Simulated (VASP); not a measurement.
Crystal: MgO.

```
Mg O
1.0
     1.54301   -4.06536    0.00000
     1.54301    4.06536    0.00000
     0.00000    0.00000    3.07290
Mg O
2 2
Cartesian
  1.5430 1.1838 2.3047
  1.5430 -1.1838 0.7682
  1.5430 3.4344 2.3047
  1.5430 -3.4344 0.7682
```

| Quantity | Value |
| --- | --- |
| Program | VASP 6.6.1 |
| Task | relaxation of cell and atoms |
| Functional | PBE |
| Potentials or basis | VASP PAW PBE potentials, release 64 (Mg_sv, O_h) |
| Cutoff | 1340 eV |
| k mesh | 6 × 6 × 6 |
| Occupations | gaussian, width 0.1 eV |
| Spin | no spin polarisation |

At the start: pressure 18.0 GPa; volume 9.64 Å³/atom.

Task: How do energy, volume and symmetry change on relaxing?

Result: Over 21 steps the energy falls by 1229.2 meV/atom and the volume is 11.33 Å³/atom (+17.6 %); space group Cmcm (No. 63, to 0.1 Å) before and after.

The path:
```
step  energy change (eV)  largest force (eV/Å)  pressure (GPa)  volume (Å³)
   1              0.0000                8.6524           18.04        38.55
   2             -3.8591                0.2454          -12.49        44.36
   3             -3.9376                1.0502          -11.66        43.50
   4             -4.4434                0.1151            0.83        39.31
   5             -4.4667                0.4089            4.53        38.46
   6             -4.6490                0.5655            4.50        38.92
   7             -4.6773                0.8562            6.50        39.22
   8             -4.8034                0.5114           -0.30        42.36
   9             -4.8100                0.4610           -1.85        43.28
  10             -4.8546                0.3434            0.99        42.79
  11             -4.8583                0.2921            2.21        42.60
  12             -4.8887                0.1450            1.45        43.05
  13             -4.8988                0.0387            1.06        43.49
  14             -4.9059                0.0285            0.06        43.97
  15             -4.9066                0.0540           -0.36        44.18
  16             -4.9104                0.0659            0.20        44.26
  17             -4.9111                0.0793            0.55        44.31
  18             -4.9131                0.0720            0.08        44.63
  19             -4.9136                0.0688           -0.29        44.89
  20             -4.9152                0.0504           -0.21        45.02
  21             -4.9167                0.0266            0.01        45.33
```

Final structure:
```xyz
4
Lattice="1.4436 -5.3594 0.0000 1.4436 5.3594 0.0000 0.0000 0.0000 2.9294" Properties=species:S:1:pos:R:3 pbc="T T T"
Mg    1.4436    1.6175    2.1970
Mg    1.4436   -1.6175    0.7323
O     1.4436    3.7854    2.1970
O     1.4436   -3.7854    0.7323
```

Caveat: the volume moved by over 15 % at a fixed basis, so the end points are rough.
